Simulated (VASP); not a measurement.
# Sc (Fm-3m) in VASP: a series of runs

Runs on Sc. Level: PBEsol. Tasks: single point.

All numbers are computed with VASP 6.6.1; they aren't measurements. Logs are shortened: lines on timing, memory, paths and dates and some standing lists are left out, and cuts for length are marked.

### 1 The cell of the first run

Symmetry: Fm-3m, No. 225, cubic system. Conventional cell: a = 4.900 Å, b = 4.900 Å, c = 4.900 Å, α = 90.00°, β = 90.00°, γ = 90.00°. Within 4.6 Å of Sc (site symmetry m-3m) lie 12 Sc at 3.47 Å.

### 2 Single point, PBEsol (Al replaced by Sc, lengths x 1.243, strained)

INCAR reads:

```
  ALGO = Fast
  EDIFF = 1E-6
  ENCUT = 520
  GGA = PS
  ISIF = 2
  ISMEAR = 0
  LASPH = True
  LCHARG = True
  LELF = True
  LREAL = False
  LVHAR = True
  LWAVE = False
  NBANDS = 12
  NELM = 80
  PREC = Accurate
  SIGMA = 0.1
```

KPOINTS reads:

```
k-points
0
Gamma
  6 6 6
```

POSCAR reads:

```
Sc
1.0
    0.0000000000      2.4501963323      2.4501963323
    2.4501963323      0.0000000000      2.4501963323
    2.4501963323      2.4501963323      0.0000000000
Sc
1
Direct
    0.0000000000      0.0000000000      0.0000000000
```

Potentials or basis: VASP PAW PBE potentials, release 64 (Sc_sv).

Started as:

```
$ cat potpaw_PBE.64/Sc_sv/POTCAR > POTCAR
$ mpirun -np 1 vasp_std > vasp.out
```

OUTCAR:

```text
EDIFF = 1E-6
   ENCUT = 520
   GGA = PS
   ISIF = 2
   ISMEAR = 0
   LASPH = True
   LREAL = False
   NELM = 80
   PREC = Accurate

 ion  position               nearest neighbor table
   1  0.000  0.000  0.000-

  LATTYP: Found a face centered cubic cell.
 ALAT       =     4.9003926646

  Lattice vectors:

 A1 = (   0.0000000000,   2.4501963323,   2.4501963323)
 A2 = (   2.4501963323,   0.0000000000,   2.4501963323)
 A3 = (   2.4501963323,   2.4501963323,   0.0000000000)

Analysis of symmetry for initial positions (statically):
=====================================================================
 Subroutine PRICEL returns:
 Original cell was already a primitive cell.

 Routine SETGRP: Setting up the symmetry group for a
 face centered cubic supercell.

 Subroutine GETGRP returns: Found 48 space group operations
 (whereof 48 operations were pure point group operations)
 out of a pool of 48 trial point group operations.

The static configuration has the point symmetry O_h .

Analysis of symmetry for dynamics (positions and initial velocities):
=====================================================================
 Subroutine PRICEL returns:
 Original cell was already a primitive cell.

 Routine SETGRP: Setting up the symmetry group for a
 face centered cubic supercell.

 Subroutine GETGRP returns: Found 48 space group operations
 (whereof 48 operations were pure point group operations)
 out of a pool of 48 trial point group operations.

The dynamic configuration has the point symmetry O_h .

 Subroutine INISYM returns: Found 48 space group operations
 (whereof 48 operations are pure point group operations),
 and found     1 'primitive' translations

----------------------------------------------------------------------------------------

                                     Primitive cell

  volume of cell :      29.4193

  direct lattice vectors                    reciprocal lattice vectors
     0.000000000  2.450196332  2.450196332    -0.204065280  0.204065280  0.204065280
     2.450196332  0.000000000  2.450196332     0.204065280 -0.204065280  0.204065280
     2.450196332  2.450196332  0.000000000     0.204065280  0.204065280 -0.204065280

  length of vectors
     3.465100884  3.465100884  3.465100884     0.353451433  0.353451433  0.353451433

  position of ions in fractional coordinates (direct lattice)
     0.000000000  0.000000000  0.000000000

  ion indices of the primitive-cell ions
   primitive index   ion index
                 1           1

----------------------------------------------------------------------------------------

 KPOINTS: k-points

Automatic generation of k-mesh.
 Grid dimensions read from file:
 generate k-points for:    6    6    6

 Generating k-lattice:

  Cartesian coordinates                     Fractional coordinates (reciprocal lattice)
    -0.034010880  0.034010880  0.034010880     0.166666667  0.000000000  0.000000000
     0.034010880 -0.034010880  0.034010880     0.000000000  0.166666667  0.000000000
     0.034010880  0.034010880 -0.034010880     0.000000000  0.000000000  0.166666667

  Length of vectors
     0.058908572  0.058908572  0.058908572

  Shift w.r.t. Gamma in fractional coordinates (k-lattice)
     0.000000000  0.000000000  0.000000000

 Subroutine IBZKPT returns following result:
 ===========================================

 Found     16 irreducible k-points:

 Following reciprocal coordinates:
            Coordinates               Weight
  0.000000  0.000000  0.000000      1.000000
  0.166667  0.000000  0.000000      8.000000
  0.333333  0.000000  0.000000      8.000000
  0.500000  0.000000  0.000000      4.000000
  0.166667  0.166667  0.000000      6.000000
  0.333333  0.166667  0.000000     24.000000
[... 8 lines left out ...]
 -0.333333  0.333333  0.166667     24.000000
 -0.333333  0.500000  0.166667     12.000000
   k-points           NKPTS =     16   k-points in BZ     NKDIM =     16   number of bands    NBANDS=     12
   number of dos      NEDOS =    301   number of ions     NIONS =      1
   total plane-waves  NPLWV =  21952
   dimension x,y,z NGX =    28 NGY =   28 NGZ =   28
   dimension x,y,z NGXF=    56 NGYF=   56 NGZF=   56
   ions per type =               1
   NGX,Y,Z   is equivalent  to a cutoff of  13.43, 13.43, 13.43 a.u.
   NGXF,Y,Z  is equivalent  to a cutoff of  26.87, 26.87, 26.87 a.u.
 SYSTEM =  unknown system
   PREC   = accura    normal or accurate (medium, high low for compatibility)
   ISTART =      0    job   : 0-new  1-cont  2-samecut
   ICHARG =      2    charge: 1-file 2-atom 10-const
   ISPIN  =      1    spin polarized calculation?
   LNONCOLLINEAR =      F non collinear calculations
   LSORBIT =      F    spin-orbit coupling
   LASPH  =      T    aspherical Exc in radial PAW
   ENCUT  =  520.0 eV  38.22 Ry    6.18 a.u.   6.44  6.44  6.44*2*pi/ulx,y,z
   NELM   =     80;   NELMIN=  2; NELMDL= -5     # of ELM steps
   EDIFF  = 0.1E-05   stopping-criterion for ELM
   LREAL  =      F    real-space projection
   EDIFFG = 0.1E-04   stopping-criterion for IOM
   NSW    =      0    number of steps for IOM
   IBRION =     -1    ionic relax: 0-MD 1-quasi-New 2-CG
   NFREE  =      0    steps in history (QN), initial steepest desc. (CG)
   ISIF   =      2    stress and relaxation
   ISYM   =      2    0-nonsym 1-usesym 2-fastsym
   POTIM  = 0.5000    time-step for ionic-motion
   TEBEG  =    0.0;   TEEND  =   0.0 temperature during run
   PSTRESS=    0.0 pullay stress
   NELECT =      11.0000    total number of electrons
   NUPDOWN=      -1.0000    fix difference up-down
   EMIN   =  10.00;   EMAX   =-10.00  energy-range for DOS
   EFERMI =   0.00;   METHOD = LEGACY
   ISMEAR =     0;   SIGMA  =   0.10  broadening in eV -4-tet -1-fermi 0-gaus
   EFERMI_NEDOS =   21; number of points for ismear=-14 and -15
   IALGO  =     68    algorithm
   IMIX   =      4    mixing-type and parameters
     AMIX     =   0.40;   BMIX     =  1.00
     AMIX_MAG =   1.60;   BMIX_MAG =  1.00
  volume/ion in A,a.u.               =      29.42       198.53
  Fermi-wavevector in a.u.,A,eV,Ry     =   1.179401  2.228745 18.925525  1.390987
  Thomas-Fermi vector in A             =   2.315713
   LORBIT       =      0    0 simple, 1 ext, 2 COOP (PROOUT), +10 PAW based schemes
   GGA     = PS    functional components
   LHFCALC =     F    Hartree Fock is set to
   AEXX    =    0.0000 exact exchange contribution
   IVDW    =     0    specifies the selected vdW correction
   LEPSILON=     F    determine dielectric tensor
   LRPA    =     F    only Hartree local field effects (RPA)
 non-spin polarized calculation
 RMM-DIIS sequential band-by-band and
 Gauss-broadening in eV      SIGMA  =   0.10
  energy-cutoff  :      520.00
  volume of cell :       29.42
 maximum number of plane-waves:       821
 NGX is ok and might be reduce to    28
   NGX = 13   NGY = 13   NGZ = 13

 number of electron      11.0000000 magnetization

 Free energy of the ion-electron system (eV)
  ---------------------------------------------------
  ext. energy  EPLUGINS =         0.00000000
  ---------------------------------------------------
  free energy    TOTEN  =        -6.39650143 eV

  energy without entropy =       -6.38884009  energy(sigma->0) =       -6.39267076

 E-fermi :   2.6509     XC(G=0):  -9.2937

 val. band max:        2.5992941339   @ k =   0.3333   0.3333   0.0000
 cond. band min:       2.6738459790   @ k =   0.5000   0.0000   0.0000
 fundamental gap:      0.0745518451
 Fermi energy:         2.6509156905

 k-point     1 :       0.0000    0.0000    0.0000
  band No.  band energies     occupation
      1     -47.0545      2.00000
      2     -25.6260      2.00000
      3     -25.6260      2.00000
      4     -25.6260      2.00000
      5      -2.1580      2.00000
      6       3.9829      0.00000
      7       3.9829      0.00000
      8       3.9829      0.00000
      9       5.0606      0.00000
     10       5.0606      0.00000
     11      14.2683      0.00000
     12      16.9093      0.00000

 k-point     2 :       0.1667    0.0000    0.0000
  band No.  band energies     occupation
      1     -47.0477      2.00000
      2     -25.6801      2.00000
      3     -25.6334      2.00000
      4     -25.6334      2.00000
      5      -1.5690      2.00000
      6       3.6262      0.00000
      7       4.1360      0.00000
      8       4.1360      0.00000
      9       4.9934      0.00000
     10       4.9934      0.00000
     11      13.3294      0.00000
     12      14.9173      0.00000

 k-point     3 :       0.3333    0.0000    0.0000
  band No.  band energies     occupation
      1     -47.0340      2.00000
      2     -25.7866      2.00000
      3     -25.6481      2.00000
      4     -25.6481      2.00000
      5      -0.0609      2.00000
      6       2.9996      0.00000
      7       4.0503      0.00000
      8       4.0503      0.00000
      9       5.3837      0.00000
     10       5.3837      0.00000
     11       9.7801      0.00000
     12      14.2254      0.00000
[... 166 lines left out ...]
 k-point    15 :      -0.3333    0.3333    0.1667
  band No.  band energies     occupation
      1     -47.0205      2.00000
      2     -25.7912      2.00000
      3     -25.7382      2.00000
      4     -25.6858      2.00000
      5       2.2590      2.00000
      6       2.2688      2.00000
      7       3.0951      0.00000
      8       4.6597      0.00000
      9       5.6674      0.00000
     10       7.3125      0.00000
     11       7.8398      0.00000
     12      10.8051      0.00000

 k-point    16 :      -0.3333    0.5000    0.1667
  band No.  band energies     occupation
      1     -47.0183      2.00000
      2     -25.7961      2.00000
      3     -25.7347      2.00000
      4     -25.7053      2.00000
      5       1.9583      2.00000
      6       2.4864      1.98004
      7       3.2706      0.00000
      8       5.0116      0.00000
      9       5.9431      0.00000
     10       7.2558      0.00000
     11       9.1075      0.00000
     12       9.3001      0.00000

------------------------ aborting loop because EDIFF is reached ----------------------------------------

  FORCE on cell =-STRESS in cart. coord.  units (eV):
  Direction    XX          YY          ZZ          XY          YZ          ZX
  --------------------------------------------------------------------------------------
  -------------------------------------------------------------------------------------
  Total       -1.5494750     -1.5494750     -1.5494750     -0.0000000      0.0000000      0.0000000
  in kB      -84.3844677    -84.3844677    -84.3844677     -0.0000000      0.0000000      0.0000000
  external PRESSURE =     -84.3844677 kB  Pullay stress =       0.0000000 kB

 VOLUME and BASIS-vectors are now :
 -----------------------------------------------------------------------------
  energy-cutoff  :      520.00
  volume of cell :       29.42
      direct lattice vectors                 reciprocal lattice vectors
     0.000000000  2.450196332  2.450196332    -0.204065280  0.204065280  0.204065280
     2.450196332  0.000000000  2.450196332     0.204065280 -0.204065280  0.204065280
     2.450196332  2.450196332  0.000000000     0.204065280  0.204065280 -0.204065280

 POSITION                                       TOTAL-FORCE (eV/Angst)
 -----------------------------------------------------------------------------------
      0.00000      0.00000      0.00000         0.000000     -0.000000     -0.000000
 -----------------------------------------------------------------------------------
    total drift:                               -0.000000     -0.000000     -0.000000

  FREE ENERGIE OF THE ION-ELECTRON SYSTEM (eV)
  ---------------------------------------------------
  free  energy   TOTEN  =        -6.3965014285 eV

  energy  without entropy=       -6.3888400930  energy(sigma->0) =       -6.39267076
```

Run time: 14 s. Hardware: 1 thread of Intel Xeon Platinum 8259CL at 2.50GHz (Skylake/Cascade Lake), shared host; peak memory 0.15 GiB.

Results:

| Quantity | Value |
| --- | --- |
| Free energy | -6.3965 eV |
| Pressure | -8.4 GPa |

Caveat: the k points lie up to 0.37 Å⁻¹ apart; the cell differs from its parent crystal (Al replaced by Sc, lengths x 1.243, strained); the PAW data sets were made with another functional, which shifts forces and pressure a little.

### 3 Single point, PBEsol (Al replaced by Sc, lengths x 1.243, strained)

INCAR reads:

```
SYSTEM = Sc
PREC = Accurate
ENCUT = 520
EDIFF = 1E-6
ISMEAR = 0
SIGMA = 0.1
LREAL = .False.
LASPH = .True.
NELM = 60
ALGO = Normal
ISIF = 2
LWAVE = .False.
LCHARG = .False.
GGA = PS
NBANDS = 12
```

KPOINTS reads:

```
regular mesh
0
Gamma
  14 14 14
  0 0 0
```

POSCAR is that of step 2.

Potentials or basis: VASP PAW PBE potentials, release 64 (Sc_sv).

Started as:

```
$ cat potpaw_PBE.64/Sc_sv/POTCAR > POTCAR
$ mpirun -np 1 vasp_std > vasp.out
```

OUTCAR:

```text
SYSTEM = Sc
   PREC = Accurate
   ENCUT = 520
   EDIFF = 1E-6
   ISMEAR = 0
   LREAL = .False.
   LASPH = .True.
   NELM = 60
   ISIF = 2
   GGA = PS

 ion  position               nearest neighbor table
   1  0.000  0.000  0.000-

  LATTYP: Found a face centered cubic cell.
 ALAT       =     4.9003926646

  Lattice vectors:

 A1 = (   0.0000000000,   2.4501963323,   2.4501963323)
 A2 = (   2.4501963323,   0.0000000000,   2.4501963323)
 A3 = (   2.4501963323,   2.4501963323,   0.0000000000)

Analysis of symmetry for initial positions (statically):
[... 531 lines left out ...]
      6       3.1591      0.00000
      7       4.0585      0.00000
      8       4.3809      0.00000
      9       4.8455      0.00000
     10       5.3852      0.00000
     11      11.9555      0.00000
     12      14.5206      0.00000

 [... further k-points ...]
[... 5 lines left out ...]
  --------------------------------------------------------------------------------------
  -------------------------------------------------------------------------------------
  Total       -1.5365151     -1.5365151     -1.5365151     -0.0000000     -0.0000000     -0.0000000
  in kB      -83.6786692    -83.6786692    -83.6786692     -0.0000000     -0.0000000     -0.0000000
  external PRESSURE =     -83.6786692 kB  Pullay stress =       0.0000000 kB

 VOLUME and BASIS-vectors are now :
 -----------------------------------------------------------------------------
  energy-cutoff  :      520.00
  volume of cell :       29.42
      direct lattice vectors                 reciprocal lattice vectors
     0.000000000  2.450196332  2.450196332    -0.204065280  0.204065280  0.204065280
     2.450196332  0.000000000  2.450196332     0.204065280 -0.204065280  0.204065280
     2.450196332  2.450196332  0.000000000     0.204065280  0.204065280 -0.204065280

 POSITION                                       TOTAL-FORCE (eV/Angst)
 -----------------------------------------------------------------------------------
      0.00000      0.00000      0.00000         0.000000      0.000000      0.000000
 -----------------------------------------------------------------------------------
    total drift:                               -0.000000     -0.000000     -0.000000

  FREE ENERGIE OF THE ION-ELECTRON SYSTEM (eV)
  ---------------------------------------------------
  free  energy   TOTEN  =        -6.3887999197 eV

  energy  without entropy=       -6.3765537862  energy(sigma->0) =       -6.38267685
```

OSZICAR:

```text
N       E                     dE             d eps       ncg     rms          rms(c)
DAV:   1     0.751948712935E+02    0.75195E+02   -0.50180E+03  2496   0.866E+02
DAV:   2    -0.577564802623E+01   -0.80971E+02   -0.79554E+02  2496   0.287E+02
DAV:   3    -0.730533406534E+01   -0.15297E+01   -0.14963E+01  3440   0.496E+01
DAV:   4    -0.733350214582E+01   -0.28168E-01   -0.28127E-01  3216   0.528E+00
DAV:   5    -0.733388126075E+01   -0.37911E-03   -0.37911E-03  3288   0.565E-01    0.498E+00
DAV:   6    -0.649654559856E+01    0.83734E+00   -0.12838E+00  3792   0.153E+01    0.143E+00
DAV:   7    -0.639629359544E+01    0.10025E+00   -0.23625E-01  3956   0.619E+00    0.718E-01
DAV:   8    -0.639140820074E+01    0.48854E-02   -0.34122E-02  3480   0.267E+00    0.266E-01
DAV:   9    -0.638883959092E+01    0.25686E-02   -0.82011E-03  3736   0.119E+00    0.435E-02
DAV:  10    -0.638880270572E+01    0.36885E-04   -0.23064E-04  3820   0.185E-01    0.102E-02
DAV:  11    -0.638879980340E+01    0.29023E-05   -0.81387E-06  3896   0.394E-02    0.122E-03
DAV:  12    -0.638879991973E+01   -0.11633E-06   -0.82361E-08  1492   0.341E-03
   1 F= -.63887999E+01 E0= -.63826769E+01  d E =-.122461E-01
```

It took 38 s on 1 thread of Intel Xeon Platinum 8259CL at 2.50GHz (Skylake/Cascade Lake), shared host; peak memory 0.18 GiB.

What came out:

```yaml
Free_energy: -6.3888 eV
Pressure: -8.4 GPa
```

Levels at points of the mesh, in eV from the Fermi level:
```csv
k point,band 2,band 3,band 4,band 5,band 6,band 7,band 8,band 9
"(0.00, 0.00, 0.00)",-28.28,-28.28,-28.28,-4.81,1.33,1.33,1.33,2.41
"(0.50, 0.00, 0.00)",-28.49,-28.31,-28.31,-1.58,0.02,1.25,1.25,3.11
"(0.50, 0.50, 0.00)",-28.48,-28.36,-28.36,-1.20,-0.42,1.43,3.10,3.29
```

Caveat: the cell differs from its parent crystal (Al replaced by Sc, lengths x 1.243, strained); the PAW data sets were made with another functional, which shifts forces and pressure a little.
